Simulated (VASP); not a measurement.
Input of a VASP 6.6.1 run:

INCAR

```
ALGO = Normal
EDIFF = 1E-6
ENCUT = 520
GGA = PE
ISIF = 2
ISMEAR = -1
LASPH = True
LCHARG = True
LELF = True
LREAL = False
LVHAR = True
LWAVE = False
NBANDS = 21
NELM = 100
PREC = Accurate
SIGMA = 0.02
```

KPOINTS

```
k-points
0
Gamma
  8 8 4
```

The input POSCAR:

```
CdP2C
1.0
    3.3048442395      0.0000000000      0.0000000000
    0.0000000000      3.3048442395      0.0000000000
    0.0000000000      0.0000000000      5.9718363745
Cd P C
1 2 1
Direct
    0.0000000000      0.0000000000      0.0000000000
    0.0000000000      0.5000000000      0.3265445503
    0.5000000000      0.0000000000      0.6734554497
    0.5000000000      0.5000000000      0.5000000000
```

Potentials or basis: VASP PAW PBE potentials, release 64 (Cd, P, C).

Launch:

```sh
$ cat potpaw_PBE.64/Cd/POTCAR potpaw_PBE.64/P/POTCAR potpaw_PBE.64/C/POTCAR > POTCAR
$ mpirun -np 1 vasp_std > vasp.out
```

(1) Estimate the pressure.

(2) Estimate the band gap on the k mesh.

(3) Predict the largest force.

Answers

(1) 1.7 GPa.

(2) zero (band 13 reaches 6.53 eV, above the bottom of band 14 at 5.93 eV).

(3) 0.202 eV/Å.
